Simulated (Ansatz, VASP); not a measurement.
AlGa5N6: VASP beside Ansatz

INCAR

```
ALGO = Normal
EDIFF = 1E-6
ENCUT = 520
GGA = PE
ISIF = 2
ISMEAR = 0
LASPH = T
LCHARG = F
LREAL = F
LWAVE = F
NBANDS = 61
NELM = 60
PREC = Accurate
SIGMA = 0.02
```

Contents of KPOINTS:

```
k-points
0
Gamma
  12 12 2
```

File POSCAR:

```
AlGa5N6
1.0
    2.9949125267      0.0000000000      0.0000000000
   -1.4974562633      2.5936703302      0.0000000000
    0.0000000000      0.0000000000     14.6813114091
Al Ga N
1 5 6
Direct
    0.0000000000      0.0000000000      0.5000000000
    0.6666666667      0.3333333333      0.6634878511
    0.3333333333      0.6666666667      0.8317847049
    0.0000000000      0.0000000000      0.0000000000
    0.6666666667      0.3333333333      0.1682152951
    0.3333333333      0.6666666667      0.3365121489
    0.0000000000      0.0000000000      0.7475375694
    0.6666666667      0.3333333333      0.9158691571
    0.3333333333      0.6666666667      0.0841308429
    0.0000000000      0.0000000000      0.2524624306
    0.6666666667      0.3333333333      0.4220020810
    0.3333333333      0.6666666667      0.5779979190
```

Input for Ansatz:

```yaml
crystal:
  lattice:
    - [2.9949125267, 0.0, 0.0]
    - [-1.4974562633, 2.5936703302, 0.0]
    - [0.0, 0.0, 14.6813114091]
  atoms:
    - { symbol: Al, position: [0.0, 0.0, 0.5] }
    - { symbol: Ga, position: [0.6666666667, 0.3333333333, 0.6634878511] }
    - { symbol: Ga, position: [0.3333333333, 0.6666666667, 0.8317847049] }
    - { symbol: Ga, position: [0.0, 0.0, 0.0] }
    - { symbol: Ga, position: [0.6666666667, 0.3333333333, 0.1682152951] }
    - { symbol: Ga, position: [0.3333333333, 0.6666666667, 0.3365121489] }
    - { symbol: "N", position: [0.0, 0.0, 0.7475375694] }
    - { symbol: "N", position: [0.6666666667, 0.3333333333, 0.9158691571] }
    - { symbol: "N", position: [0.3333333333, 0.6666666667, 0.0841308429] }
    - { symbol: "N", position: [0.0, 0.0, 0.2524624306] }
    - { symbol: "N", position: [0.6666666667, 0.3333333333, 0.422002081] }
    - { symbol: "N", position: [0.3333333333, 0.6666666667, 0.577997919] }
basis:
  ecutwfc: 420
kpoints:
  mp_grid: { grid: [12, 12, 2] }
  band_path:
    path:
      - [[0.0, 0.0, 0.0], [0.5, 0.0, 0.0], [0.33333333, 0.33333333, 0.0], [0.0, 0.0, 0.0], [0.0, 0.0, 0.5], [0.5, 0.0, 0.5], [0.33333333, 0.33333333, 0.5], [0.0, 0.0, 0.5]]
      - [[0.5, 0.0, 0.5], [0.5, 0.0, 0.0]]
      - [[0.33333333, 0.33333333, 0.5], [0.33333333, 0.33333333, 0.0]]
    npoints: 10
hamiltonian:
  xc: pbe
scf:
  occupations: { method: gaussian, width: 0.02 }
  n_extra_bands: 30
output:
  forces: true
  stress: true
  eigenvalues: true
  populations: true
  dos: { projected: true, de: 0.02, nscf_kmesh: { grid: [18, 18, 3] } }
  bader: false
  write_density: true
  write_potential: true
  elf: true
  volumetric_format: npy
```

Alike in both runs: task single point; functional PBE; k mesh 12 × 12 × 2; occupations gaussian, width 0.02 eV; no spin polarisation.

```csv
,VASP,Ansatz
version,VASP 6.6.1,Ansatz 0.2.0
potentials or method,"VASP PAW PBE potentials, release 64 (Al, Ga_d, N), cutoff 520 eV","scalar-relativistic, plane waves, PAW"
valence electrons in the cell,98,98
```

Ansatz gave:

* gap on the k mesh at the Fermi level (eV): 0.85
* least direct gap on the mesh (eV): 1.10
* pressure (GPa): 0.0
* rms of the force components (eV/Å): 0.000

Q: Estimate VASP's values.

A: gap on the k mesh at the Fermi level (eV): 0.84; least direct gap on the mesh (eV): 1.09; pressure (GPa): 0.7; rms of the force components (eV/Å): 0.010.

Atom by atom the forces differ by 0.010 eV/Å (rms over components). The functional is the same, so the differences come from potentials, cutoffs and numerics.
